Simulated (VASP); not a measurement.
# Si2Ni (fluorite type) (Fm-3m) in VASP: notebook

Runs on Si2Ni (fluorite type). Level: LDA. Tasks: single point, relaxation of cell and atoms.

All numbers are computed with VASP 6.6.1; they aren't measurements. Logs are shortened: lines on timing, memory, paths and dates and some standing lists are left out, and cuts for length are marked.

### Step 1. The cell of the first run

The structure is cubic, space group Fm-3m (No. 225). Conventional cell: a = 5.350 Å, b = 5.350 Å, c = 5.350 Å, α = 90.00°, β = 90.00°, γ = 90.00°. Ni (site symmetry m-3m) has 8 Si at 2.32 Å within 3.1 Å. Within 3.1 Å of Si (site symmetry -43m) lie 4 Ni at 2.32 Å and 6 Si at 2.68 Å.

### Step 2. Single point, LDA

File INCAR:

```
  ALGO = Normal
  EDIFF = 1E-6
  ENCUT = 520
  ISIF = 2
  ISMEAR = -1
  LASPH = T
  LCHARG = F
  LREAL = F
  LWAVE = F
  NBANDS = 16
  NELM = 60
  PREC = Accurate
  SIGMA = 0.05
```

File KPOINTS:

```
k-points
0
Gamma
  11 11 11
```

File POSCAR:

```
Si2Ni
1.0
    0.0000000000      2.6751397953      2.6751397953
    2.6751397953      0.0000000000      2.6751397953
    2.6751397953      2.6751397953      0.0000000000
Ni Si
1 2
Direct
    0.0000000000      0.0000000000      0.0000000000
    0.2500000000      0.2500000000      0.2500000000
    0.7500000000      0.7500000000      0.7500000000
```

Potentials or basis: VASP PAW LDA potentials, release 64 (Ni, Si).

Run with:

```bash
$ cat potpaw_LDA.64/Ni/POTCAR potpaw_LDA.64/Si/POTCAR > POTCAR
$ mpirun -np 1 vasp_std > vasp.out
```

OUTCAR:

```text
EDIFF = 1E-6
   ENCUT = 520
   ISIF = 2
   ISMEAR = -1
   LASPH = T
   LREAL = F
   NELM = 60
   PREC = Accurate

 ion  position               nearest neighbor table
   1  0.000  0.000  0.000-   3 2.32   3 2.32   3 2.32   2 2.32   3 2.32   2 2.32   2 2.32   2 2.32

   2  0.250  0.250  0.250-   1 2.32   1 2.32   1 2.32   1 2.32   3 2.68   3 2.68   3 2.68   3 2.68
                             3 2.68   3 2.68
   3  0.750  0.750  0.750-   1 2.32   1 2.32   1 2.32   1 2.32   2 2.68   2 2.68   2 2.68   2 2.68
                             2 2.68   2 2.68

  LATTYP: Found a face centered cubic cell.
 ALAT       =     5.3502795906

  Lattice vectors:

 A1 = (   0.0000000000,   2.6751397953,   2.6751397953)
 A2 = (   2.6751397953,   0.0000000000,   2.6751397953)
 A3 = (   2.6751397953,   2.6751397953,   0.0000000000)

Analysis of symmetry for initial positions (statically):
=====================================================================
 Subroutine PRICEL returns:
 Original cell was already a primitive cell.

 Routine SETGRP: Setting up the symmetry group for a
 face centered cubic supercell.

 Subroutine GETGRP returns: Found 48 space group operations
 (whereof 48 operations were pure point group operations)
 out of a pool of 48 trial point group operations.

The static configuration has the point symmetry O_h .

Analysis of symmetry for dynamics (positions and initial velocities):
=====================================================================
 Subroutine PRICEL returns:
 Original cell was already a primitive cell.

 Routine SETGRP: Setting up the symmetry group for a
 face centered cubic supercell.

 Subroutine GETGRP returns: Found 48 space group operations
 (whereof 48 operations were pure point group operations)
 out of a pool of 48 trial point group operations.

The dynamic configuration has the point symmetry O_h .

 Subroutine INISYM returns: Found 48 space group operations
 (whereof 48 operations are pure point group operations),
 and found     1 'primitive' translations

----------------------------------------------------------------------------------------

                                     Primitive cell

  volume of cell :      38.2886

  direct lattice vectors                    reciprocal lattice vectors
     0.000000000  2.675139795  2.675139795    -0.186906120  0.186906120  0.186906120
     2.675139795  0.000000000  2.675139795     0.186906120 -0.186906120  0.186906120
     2.675139795  2.675139795  0.000000000     0.186906120  0.186906120 -0.186906120

  length of vectors
     3.783218980  3.783218980  3.783218980     0.323730896  0.323730896  0.323730896

  position of ions in fractional coordinates (direct lattice)
     0.000000000  0.000000000  0.000000000
     0.250000000  0.250000000  0.250000000
     0.750000000  0.750000000  0.750000000

  ion indices of the primitive-cell ions
   primitive index   ion index
                 1           1
                 2           2
                 3           3

----------------------------------------------------------------------------------------

 KPOINTS: k-points

Automatic generation of k-mesh.
 Grid dimensions read from file:
 generate k-points for:   11   11   11

 Generating k-lattice:

  Cartesian coordinates                     Fractional coordinates (reciprocal lattice)
    -0.016991465  0.016991465  0.016991465     0.090909091  0.000000000  0.000000000
     0.016991465 -0.016991465  0.016991465     0.000000000  0.090909091  0.000000000
     0.016991465  0.016991465 -0.016991465     0.000000000  0.000000000  0.090909091

  Length of vectors
     0.029430081  0.029430081  0.029430081

  Shift w.r.t. Gamma in fractional coordinates (k-lattice)
     0.000000000  0.000000000  0.000000000

 Subroutine IBZKPT returns following result:
 ===========================================

 Found     56 irreducible k-points:

 Following reciprocal coordinates:
            Coordinates               Weight
  0.000000  0.000000  0.000000      1.000000
  0.090909  0.000000  0.000000      8.000000
  0.181818  0.000000  0.000000      8.000000
  0.272727  0.000000  0.000000      8.000000
  0.363636  0.000000  0.000000      8.000000
  0.454545  0.000000  0.000000      8.000000
[... 16 lines left out ...]
 -0.272727  0.181818  0.000000     24.000000
 -0.181818  0.181818  0.000000     12.000000
 [... further k-points ...]
   k-points           NKPTS =     56   k-points in BZ     NKDIM =     56   number of bands    NBANDS=     16
   number of dos      NEDOS =    301   number of ions     NIONS =      3
   total plane-waves  NPLWV =  21952
   dimension x,y,z NGX =    28 NGY =   28 NGZ =   28
   dimension x,y,z NGXF=    56 NGYF=   56 NGZF=   56
   ions per type =               1   2
   NGX,Y,Z   is equivalent  to a cutoff of  12.30, 12.30, 12.30 a.u.
   NGXF,Y,Z  is equivalent  to a cutoff of  24.61, 24.61, 24.61 a.u.
 SYSTEM =  unknown system
   PREC   = accura    normal or accurate (medium, high low for compatibility)
   ISTART =      0    job   : 0-new  1-cont  2-samecut
   ICHARG =      2    charge: 1-file 2-atom 10-const
   ISPIN  =      1    spin polarized calculation?
   LNONCOLLINEAR =      F non collinear calculations
   LSORBIT =      F    spin-orbit coupling
   LASPH  =      T    aspherical Exc in radial PAW
   ENCUT  =  520.0 eV  38.22 Ry    6.18 a.u.   7.03  7.03  7.03*2*pi/ulx,y,z
   NELM   =     60;   NELMIN=  2; NELMDL= -5     # of ELM steps
   EDIFF  = 0.1E-05   stopping-criterion for ELM
   LREAL  =      F    real-space projection
   EDIFFG = 0.1E-04   stopping-criterion for IOM
   NSW    =      0    number of steps for IOM
   IBRION =     -1    ionic relax: 0-MD 1-quasi-New 2-CG
   NFREE  =      0    steps in history (QN), initial steepest desc. (CG)
   ISIF   =      2    stress and relaxation
   ISYM   =      2    0-nonsym 1-usesym 2-fastsym
   POTIM  = 0.5000    time-step for ionic-motion
   TEBEG  =    0.0;   TEEND  =   0.0 temperature during run
   PSTRESS=    0.0 pullay stress
   NELECT =      18.0000    total number of electrons
   NUPDOWN=      -1.0000    fix difference up-down
   EMIN   =  10.00;   EMAX   =-10.00  energy-range for DOS
   EFERMI =   0.00;   METHOD = LEGACY
   ISMEAR =    -1;   SIGMA  =   0.05  broadening in eV -4-tet -1-fermi 0-gaus
   EFERMI_NEDOS =   21; number of points for ismear=-14 and -15
   IALGO  =     38    algorithm
   IMIX   =      4    mixing-type and parameters
     AMIX     =   0.40;   BMIX     =  1.00
     AMIX_MAG =   1.60;   BMIX_MAG =  1.00
  volume/ion in A,a.u.               =      12.76        86.13
  Fermi-wavevector in a.u.,A,eV,Ry     =   1.272944  2.405515 22.046684  1.620386
  Thomas-Fermi vector in A             =   2.405794
   LORBIT       =      0    0 simple, 1 ext, 2 COOP (PROOUT), +10 PAW based schemes
   GGA     = CA    functional components
   LHFCALC =     F    Hartree Fock is set to
   AEXX    =    0.0000 exact exchange contribution
   IVDW    =     0    specifies the selected vdW correction
   LEPSILON=     F    determine dielectric tensor
   LRPA    =     F    only Hartree local field effects (RPA)
 non-spin polarized calculation
  energy-cutoff  :      520.00
  volume of cell :       38.29
 maximum number of plane-waves:      1042
   NGX = 13   NGY = 13   NGZ = 13

 number of electron      17.9999990 magnetization

 Free energy of the ion-electron system (eV)
  ---------------------------------------------------
  ext. energy  EPLUGINS =         0.00000000
  ---------------------------------------------------
  free energy    TOTEN  =       -19.90226326 eV

  energy without entropy =      -19.89469864  energy(sigma->0) =      -19.89848095

 E-fermi :  10.8338     XC(G=0): -11.8993

 val. band max:       10.7807191169   @ k =  -0.4545   0.4545   0.0909
 cond. band min:      10.8470411058   @ k =   0.2727   0.1818   0.0000
 fundamental gap:      0.0663219889
 Fermi energy:        10.8338197510

 k-point     1 :       0.0000    0.0000    0.0000
  band No.  band energies     occupation
      1      -3.2816      2.00000
      2       5.3828      2.00000
      3       5.3828      2.00000
      4       5.3828      2.00000
      5       7.1115      2.00000
      6       7.1115      2.00000
[... 8 lines left out ...]
     15      15.5782      0.00000
     16      15.5782      0.00000

 k-point     2 :       0.0909    0.0000    0.0000
  band No.  band energies     occupation
      1      -3.1563      2.00000
      2       5.1483      2.00000
      3       5.4227      2.00000
      4       5.4227      2.00000
      5       7.0882      2.00000
      6       7.0882      2.00000
[... 8 lines left out ...]
     15      15.1400      0.00000
     16      15.3553      0.00000

 k-point     3 :       0.1818    0.0000    0.0000
  band No.  band energies     occupation
      1      -2.7832      2.00000
      2       4.4864      2.00000
      3       5.5292      2.00000
      4       5.5292      2.00000
      5       7.0425      2.00000
      6       7.0425      2.00000
[... 8 lines left out ...]
     15      15.4024      0.00000
     16      16.0405      0.00000

 k-point     4 :       0.2727    0.0000    0.0000
  band No.  band energies     occupation
      1      -2.1706      2.00000
      2       3.4776      2.00000
      3       5.6611      2.00000
      4       5.6611      2.00000
      5       7.0378      2.00000
      6       7.0378      2.00000
[... 8 lines left out ...]
     15      16.6437      0.00000
     16      17.3965      0.00000

 k-point     5 :       0.3636    0.0000    0.0000
  band No.  band energies     occupation
      1      -1.3368      2.00000
      2       2.2530      2.00000
      3       5.7603      2.00000
      4       5.7603      2.00000
      5       7.1316      2.00000
      6       7.1316      2.00000
[... 8 lines left out ...]
     15      18.1600      0.00000
     16      18.8483      0.00000

 k-point     6 :       0.4545    0.0000    0.0000
  band No.  band energies     occupation
      1      -0.3377      2.00000
      2       1.0137      2.00000
      3       5.8021      2.00000
      4       5.8021      2.00000
      5       6.9423      2.00000
      6       7.2697      2.00000
[... 8 lines left out ...]
     15      19.7086      0.00000
     16      20.4144      0.00000

 k-point     7 :       0.0909    0.0909    0.0000
  band No.  band energies     occupation
      1      -3.1146      2.00000
      2       5.1550      2.00000
      3       5.4013      2.00000
      4       5.4013      2.00000
      5       7.0078      2.00000
      6       7.1439      2.00000
[... 8 lines left out ...]
     15      15.7940      0.00000
     16      15.7940      0.00000

 k-point     8 :       0.1818    0.0909    0.0000
  band No.  band energies     occupation
      1      -2.8241      2.00000
      2       4.6982      2.00000
      3       5.4564      2.00000
      4       5.4947      2.00000
      5       6.8883      2.00000
      6       7.1604      2.00000
[... 8 lines left out ...]
     15      16.0663      0.00000
     16      16.2370      0.00000

 k-point     9 :       0.2727    0.0909    0.0000
  band No.  band energies     occupation
      1      -2.2912      2.00000
      2       3.8554      2.00000
      3       5.5633      2.00000
      4       5.6325      2.00000
      5       6.7952      2.00000
      6       7.1797      2.00000
[... 8 lines left out ...]
     15      17.2745      0.00000
     16      17.6530      0.00000
[... 172 lines left out ...]
 k-point    19 :       0.3636    0.1818    0.0000
  band No.  band energies     occupation
      1      -1.4862      2.00000
      2       3.2407      2.00000
      3       5.5662      2.00000
      4       5.6682      2.00000
      5       6.2727      2.00000
      6       7.3311      2.00000
[... 8 lines left out ...]
     15      19.5773      0.00000
     16      19.8557      0.00000

 k-point    20 :       0.4545    0.1818    0.0000
  band No.  band energies     occupation
      1      -0.5987      2.00000
      2       2.1168      2.00000
      3       5.3869      2.00000
      4       5.8058      2.00000
      5       6.2245      2.00000
      6       7.0899      2.00000
[... 8 lines left out ...]
     15      20.7122      0.00000
     16      21.3486      0.00000

 k-point    21 :      -0.4545    0.1818    0.0000
  band No.  band energies     occupation
      1       0.3773      2.00000
      2       1.0091      2.00000
      3       5.1353      2.00000
      4       5.9430      2.00000
      5       6.2527      2.00000
      6       7.1486      2.00000
[... 8 lines left out ...]
     15      19.6499      0.00000
     16      20.0498      0.00000

 k-point    22 :      -0.3636    0.1818    0.0000
  band No.  band energies     occupation
      1      -0.2656      2.00000
      2       1.6964      2.00000
      3       4.9697      2.00000
      4       6.0651      2.00000
      5       6.5065      2.00000
      6       6.8455      2.00000
[... 8 lines left out ...]
     15      18.2589      0.00000
     16      19.1057      0.00000

 k-point    23 :      -0.2727    0.1818    0.0000
  band No.  band energies     occupation
      1      -1.2129      2.00000
      2       2.7929      2.00000
      3       4.9836      2.00000
      4       6.0824      2.00000
      5       6.6519      2.00000
      6       7.0398      2.00000
[... 8 lines left out ...]
     15      16.9641      0.00000
     16      20.3115      0.00000

 k-point    24 :      -0.1818    0.1818    0.0000
  band No.  band energies     occupation
      1      -1.9670      2.00000
      2       3.6274      2.00000
      3       5.1817      2.00000
      4       5.9007      2.00000
      5       6.7166      2.00000
      6       7.2247      2.00000
[... 8 lines left out ...]
     15      16.8098      0.00000
     16      19.6732      0.00000

 [... further k-points ...]
[... 5 lines left out ...]
  --------------------------------------------------------------------------------------
  -------------------------------------------------------------------------------------
  Total        0.0208179      0.0208179      0.0208179     -0.0000000     -0.0000000      0.0000000
  in kB        0.8711204      0.8711204      0.8711204     -0.0000000     -0.0000000      0.0000000
  external PRESSURE =       0.8711204 kB  Pullay stress =       0.0000000 kB

 VOLUME and BASIS-vectors are now :
 -----------------------------------------------------------------------------
  energy-cutoff  :      520.00
  volume of cell :       38.29
      direct lattice vectors                 reciprocal lattice vectors
     0.000000000  2.675139795  2.675139795    -0.186906120  0.186906120  0.186906120
     2.675139795  0.000000000  2.675139795     0.186906120 -0.186906120  0.186906120
     2.675139795  2.675139795  0.000000000     0.186906120  0.186906120 -0.186906120

 POSITION                                       TOTAL-FORCE (eV/Angst)
 -----------------------------------------------------------------------------------
      0.00000      0.00000      0.00000        -0.000000      0.000000     -0.000000
      1.33757      1.33757      1.33757        -0.000000      0.000000     -0.000000
      4.01271      4.01271      4.01271         0.000000     -0.000000      0.000000
 -----------------------------------------------------------------------------------
    total drift:                               -0.000000     -0.000000      0.000000

  FREE ENERGIE OF THE ION-ELECTRON SYSTEM (eV)
  ---------------------------------------------------
  free  energy   TOTEN  =       -19.9022632555 eV

  energy  without entropy=      -19.8946986379  energy(sigma->0) =      -19.89848095
```

It used 48 s of CPU time on 1 thread of AMD EPYC 7R13 Processor (Zen 3), with other jobs on the host.

Results:

- Free energy: -19.9023 eV
- Pressure: 0.1 GPa
- Band gap on the k mesh: zero (band 9 reaches 12.57 eV, above the bottom of band 10 at 10.41 eV)

### Step 3. Single point, LDA

File INCAR:

```
SYSTEM = Si2Ni
PREC = Accurate ; ENCUT = 520
EDIFF = 1E-6 ; ISMEAR = -1
SIGMA = 0.05 ; LREAL = .FALSE.
LASPH = .TRUE. ; NELM = 60
ALGO = Normal ; ISIF = 2
LWAVE = .FALSE. ; LCHARG = .TRUE.
GGA = CA ; LELF = .TRUE.
LVHAR = .TRUE. ; NBANDS = 16
```

File KPOINTS:

```
Automatic mesh
0
G
  11 11 11
  0 0 0
```

POSCAR is that of step 2.

Potentials or basis: VASP PAW LDA potentials, release 64 (Ni, Si).

Run with:

```bash
$ cat potpaw_LDA.64/Ni/POTCAR potpaw_LDA.64/Si/POTCAR > POTCAR
$ mpirun -np 1 vasp_std > vasp.out
```

Wall time 32 s (1 thread of AMD EPYC 9R45 (Zen 5), shared host); peak memory 0.12 GiB.

It converged, with:

- Free energy: -19.9023 eV
- Pressure: 0.1 GPa
- Band gap on the k mesh: zero (band 9 reaches 12.57 eV, above the bottom of band 10 at 10.41 eV)

Levels at points of the mesh, in eV from the Fermi level:
```tsv
k point	band 7	band 8	band 9	band 10	band 11	band 12
(0.00, 0.00, 0.00)	-0.15	1.74	1.74	1.74	2.22	2.22
```

### Step 4. Relaxation of cell and atoms, LDA

This run uses another cell than the first one, of 12.53 Å³/atom, 0.982 times its volume.

File INCAR:

```
SYSTEM = Si2Ni
  PREC = Accurate
  ENCUT = 600
  EDIFF = 1E-6
  ISMEAR = -1
  SIGMA = 0.05
  LREAL = .FALSE.
  LASPH = .TRUE.
  NELM = 80
  ALGO = Normal
  ISIF = 3
  LWAVE = .FALSE.
  LCHARG = .FALSE.
  GGA = CA
  IBRION = 2
  NSW = 60
  EDIFFG = -0.005
```

File KPOINTS:

```
regular mesh
0
G
  11 11 11
  0 0 0
```

File POSCAR:

```
Si2Ni
1.0
    0.0000000000      2.6586821493      2.6586821493
    2.6586821493      0.0000000000      2.6586821493
    2.6586821493      2.6586821493      0.0000000000
Ni Si
1 2
Direct
    0.0000000000      0.0000000000      0.0000000000
    0.2500000000      0.2500000000      0.2500000000
    0.7500000000      0.7500000000      0.7500000000
```

Run with:

```bash
$ cat potpaw_LDA.64/Ni/POTCAR potpaw_LDA.64/Si/POTCAR > POTCAR
$ mpirun -np 1 vasp_std > vasp.out
```

Run time: 65 s. Hardware: 1 thread of AMD EPYC 9R45 (Zen 5), shared host; peak memory 0.14 GiB.

The run converged. Its results:

```yaml
Free_energy: -19.9024 eV
Relaxed_volume: 12.78 Å³/atom
Relaxed_cell: a = 3.785 Å, b = 3.785 Å, c = 3.785 Å, α = 60.00°, β = 60.00°, γ = 60.00°
Space_group_after_relaxing_to_0.05_Å: Fm-3m (No. 225)
Energy_gained_by_relaxing: 2.6 meV/atom
Ionic_steps: 3
Pressure_after_relaxing: 0.0 GPa
Band_gap_on_the_k_mesh: zero (band 9 reaches 12.55 eV, above the bottom of band 10 at 10.38 eV)
```

The path:
```
step  energy change (eV)  largest force (eV/Å)  pressure (GPa)  volume (Å³)
   1              0.0000                0.0000            3.32        37.59
   2             -0.0014                0.0000           -2.98        39.02
   3             -0.0078                0.0000            0.02        38.34
```

Final structure:
```xyz
3
Lattice="0.0000 2.6763 2.6763 2.6763 0.0000 2.6763 2.6763 2.6763 0.0000" Properties=species:S:1:pos:R:3 pbc="T T T"
Ni    0.0000    0.0000    0.0000
Si    1.3381    1.3381    1.3381
Si    4.0144    4.0144    4.0144
```

Levels at points of the mesh, in eV from the Fermi level:
```tsv
k point	band 6	band 7	band 8	band 9	band 10	band 11	band 12	band 13
(0.00, 0.00, 0.00)	-3.71	-0.15	1.74	1.74	1.74	2.23	2.23	2.23
```
